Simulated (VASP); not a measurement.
A run of VASP 6.6.1 is set up as follows.

The input INCAR:

```
SYSTEM = YGaC6N6
  ALGO = Normal
  EDIFF = 1E-6
  ENCUT = 520
  GGA = PE
  ISIF = 2
  ISMEAR = 0
  LASPH = .TRUE.
  LCHARG = .FALSE.
  LREAL = .FALSE.
  LWAVE = .FALSE.
  NBANDS = 52
  NELM = 100
  PREC = Accurate
  SIGMA = 0.02
```

KPOINTS

```
k-points
0
G
  4 4 4
  0 0 0
```

File POSCAR:

```
YGaC6N6
1.0
    0.0000000000      5.6782233150      5.6782233150
    5.6782233150      0.0000000000      5.6782233150
    5.6782233150      5.6782233150      0.0000000000
Y Ga C N
1 1 6 6
Direct
    0.5000000000      0.5000000000      0.5000000000
    0.0000000000      0.0000000000      0.0000000000
    0.8113030971      0.1886969029      0.1886969029
    0.1886969029      0.8113030971      0.1886969029
    0.1886969029      0.1886969029      0.8113030971
    0.1886969029      0.8113030971      0.8113030971
    0.8113030971      0.1886969029      0.8113030971
    0.8113030971      0.8113030971      0.1886969029
    0.7086144098      0.2913855902      0.2913855902
    0.2913855902      0.7086144098      0.2913855902
    0.2913855902      0.2913855902      0.7086144098
    0.2913855902      0.7086144098      0.7086144098
    0.7086144098      0.2913855902      0.7086144098
    0.7086144098      0.7086144098      0.2913855902
```

Potentials or basis: VASP PAW PBE potentials, release 64 (Y_sv, Ga_d, C, N).

The run is started by

```sh
$ cat potpaw_PBE.64/Y_sv/POTCAR potpaw_PBE.64/Ga_d/POTCAR potpaw_PBE.64/C/POTCAR potpaw_PBE.64/N/POTCAR > POTCAR
$ mpirun -np 1 vasp_std > vasp.out
```

(1) Estimate the largest force.

(2) Estimate the pressure.

(3) What does it give for the band gap on the k mesh?

Results:

(1) 0.421 eV/Å.

(2) 0.3 GPa.

(3) 4.25 eV (least direct gap 4.33 eV).
